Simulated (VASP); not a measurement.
Runs of VASP 6.6.1 on PtSe2. The structure is that of space group P-3m1 (No. 164), or close to it. The cells are those of the table. 

| task | cell | cutoff (eV) | smearing | gap on the mesh (eV) | pressure (GPa) | largest force (eV/Å) |
| --- | --- | --- | --- | --- | --- | --- |
| single point | a = 3.741, b = 3.741, c = 4.764 Å, angles 90.0, 90.0, 120.0°, 3 atoms | 520 | fermi-dirac 0.15 eV | none | 0.4 | 0.05 |
| single point | a = 3.741, b = 3.741, c = 4.764 Å, angles 90.0, 90.0, 120.0°, 3 atoms | 520 | gaussian 0.1 eV | none | 0.4 | 0.05 |
| relaxation of cell and atoms | relaxed to 18 GPa from a = 3.701, b = 3.701, c = 4.514 Å, angles 90.0, 90.0, 120.0°, 3 atoms | 600 | fermi-dirac 0.15 eV | none | 18.0 | - |
| single point | a = 3.650, b = 3.650, c = 4.311 Å, angles 90.0, 90.0, 120.0°, 3 atoms | 520 | fermi-dirac 0.15 eV | none | 18.7 | (a) |

Alike in all rows: level LDA; potentials or basis VASP PAW LDA potentials, release 64 (Pt, Se); no spin polarisation; k mesh 12 × 12 × 8.

Q: Estimate the missing entries.

A: (a) 0.06.

Caveats: spin-orbit coupling is left out, which moves the levels of the heavy elements; the cell is relaxed towards a set pressure, so the enthalpy falls and the energy may rise (some runs).

A k mesh can miss the band edges, and the runs leave out spin-orbit coupling on Pt, Se.

A gap of «none» marks levels without a gap at the run's occupations.
